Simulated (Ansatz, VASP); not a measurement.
**Cu in VASP and in Ansatz**

POSCAR

```
Cu
1.0
    1.3916379497     -2.4998792103      0.0000000000
    1.3916379497      2.4998792103      0.0000000000
    0.0000000000      0.0000000000      4.7600633353
Cu
2
Direct
    0.6641465054      0.3358534946      0.2500000000
    0.3358534946      0.6641465054      0.7500000000
```

File INCAR.step1:

```
SYSTEM = Cu
ALGO = Normal ; EDIFF = 1E-4
ENCUT = 520 ; GGA = PE
ISMEAR = 0 ; LASPH = .True.
LCHARG = .False. ; LREAL = .False.
LWAVE = .True. ; NBANDS = 18
NELM = 100 ; PREC = Accurate
SIGMA = 0.1
```

INCAR.step2

```
SYSTEM = Cu
ALGO = Normal ; EDIFF = 1E-6
ENCUT = 520 ; ISIF = 2
ISMEAR = 0 ; ISTART = 1
LASPH = .True. ; LCHARG = .False.
LMIXTAU = .True. ; LREAL = .False.
LWAVE = .False. ; METAGGA = R2SCAN
NBANDS = 18 ; NELM = 100
PREC = Accurate ; SIGMA = 0.1
```

KPOINTS

```
k-points
0
Gamma
  8 8 4
  0 0 0
```

Input for Ansatz:

```yaml
crystal:
  lattice:
    - [1.3916379497, -2.4998792103, 0.0]
    - [1.3916379497, 2.4998792103, 0.0]
    - [0.0, 0.0, 4.7600633353]
  atoms:
    - { symbol: Cu, position: [0.6641465054, 0.3358534946, 0.25] }
    - { symbol: Cu, position: [0.3358534946, 0.6641465054, 0.75] }
basis:
  ecutwfc: 500
kpoints:
  mp_grid: { grid: [8, 8, 4] }
hamiltonian:
  xc: r2scan
scf:
  occupations: { method: gaussian, width: 0.1 }
output:
  forces: true
  stress: true
  eigenvalues: true
```

Alike in both runs: task single point; functional r2SCAN; k mesh 8 × 8 × 4; occupations gaussian, width 0.1 eV; no spin polarisation.

|  | VASP | Ansatz |
| --- | --- | --- |
| version | VASP 6.6.1 | Ansatz 0.2.0 |
| potentials or method | VASP PAW PBE potentials, release 64 (Cu), cutoff 520 eV | scalar-relativistic, plane waves, PAW |
| valence electrons in the cell | 22 | 38 |

Ansatz gave:

| Property | Result |
| --- | --- |
| gap on the k mesh at the Fermi level (eV) | none |
| pressure (GPa) | -22.9 |
| traceless stress, the component that is largest in VASP (GPa) | 0.85 |

Q: Which values does VASP return?

A: gap on the k mesh at the Fermi level (eV): none; pressure (GPa): -22.5; traceless stress, the component that is largest in VASP (GPa): 0.79.

VASP's potentials were made for PBE, not for r2SCAN. A gap of «none» marks a metal or a gap that the smearing closes. VASP's potentials hold 22 valence electrons a cell and Ansatz's 38, so a difference there can come from the potentials and not from the codes.
